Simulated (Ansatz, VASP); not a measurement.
## One calculation of TiAl, two programs

File INCAR:

```
ALGO = Fast
EDIFF = 1E-6
ENCUT = 520
GGA = PE
ISIF = 2
ISMEAR = -1
LASPH = True
LCHARG = False
LREAL = False
LWAVE = False
NBANDS = 14
NELM = 60
PREC = Accurate
SIGMA = 0.05
```

KPOINTS

```
k-points
0
Gamma
  11 11 6
```

File POSCAR:

```
TiAl
1.0
    2.8672622327      0.0000000000      0.0000000000
   -1.4336311163      2.4831219328      0.0000000000
    0.0000000000      0.0000000000      4.6780830000
Ti Al
1 1
Direct
    0.0000000000      0.0000000000      0.0000000000
    0.3333333333      0.6666666667      0.5000000000
```

File input.yaml:

```yaml
crystal:
  lattice:
    - [2.8672622327, 0.0, 0.0]
    - [-1.4336311163, 2.4831219328, 0.0]
    - [0.0, 0.0, 4.678083]
  atoms:
    - { symbol: Ti, position: [0.0, 0.0, 0.0] }
    - { symbol: Al, position: [0.3333333333, 0.6666666667, 0.5] }
kpoints:
  mp_grid: { grid: [11, 11, 6] }
scf:
  occupations: { method: fermi_dirac, width: 0.05 }
hamiltonian:
  xc: pbe
  pseudopotentials: { kind: all_electron, lapw: { basis_error: 0.001 } }
output:
  forces: true
  stress: true
  eigenvalues: true
  populations: true
```

Alike in both runs: task single point; functional PBE; k mesh 11 × 11 × 6; occupations fermi-dirac, width 0.05 eV; no spin polarisation.

|  | VASP | Ansatz |
| --- | --- | --- |
| version | VASP 6.6.1 | Ansatz 0.2.0 |
| potentials or method | VASP PAW PBE potentials, release 64 (Ti_sv, Al), cutoff 520 eV | all-electron LAPW, scalar-relativistic |

Ansatz gave:

- gap on the k mesh at the Fermi level (eV): none
- pressure (GPa): 0.2
- traceless stress, the component that is largest in VASP (GPa): -1.26

Which values does VASP return?

gap on the k mesh at the Fermi level (eV): none; pressure (GPa): 0.2; traceless stress, the component that is largest in VASP (GPa): -1.21.

A gap of «none» marks a metal or a gap that the smearing closes. Ansatz ran all-electron here, and VASP with PAW potentials.
